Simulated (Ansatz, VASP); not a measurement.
# Sc in VASP and in Ansatz

```
CELL_PARAMETERS angstrom
2.90557 -4.97340 0.00000
2.90557 4.97340 0.00000
0.00000 0.00000 5.76723
ATOMIC_POSITIONS crystal
Sc 0.14213 0.85787 0.10669
Sc 0.64213 0.35787 0.39331
Sc 0.85787 0.14213 0.89331
Sc 0.35787 0.64213 0.60669
```

Alike in both runs: task single point; functional PBEsol; k mesh 4 × 4 × 4; occupations gaussian, width 0.1 eV; no spin polarisation.

```csv
,VASP,Ansatz
version,VASP 6.6.1,Ansatz 0.2.0
potentials or method,"VASP PAW PBE potentials, release 64 (Sc_sv), cutoff 520 eV","scalar-relativistic, plane waves, PAW"
valence electrons in the cell,44,44
```

```tsv
	VASP	Ansatz	Ansatz less VASP
gap on the k mesh at the Fermi level (eV)	none	none	-
pressure (GPa)	-7.1	-7.1	+0.02
traceless stress, the component that is largest in VASP (GPa)	-1.38	-1.38	+0.001
rms of the force components (eV/Å)	0.448	0.448	-0.0002
```

VASP's potentials were made for PBE, not for PBEsol. Atom by atom the forces differ by 0.000 eV/Å (rms over components). A gap of «none» marks a metal or a gap that the smearing closes.
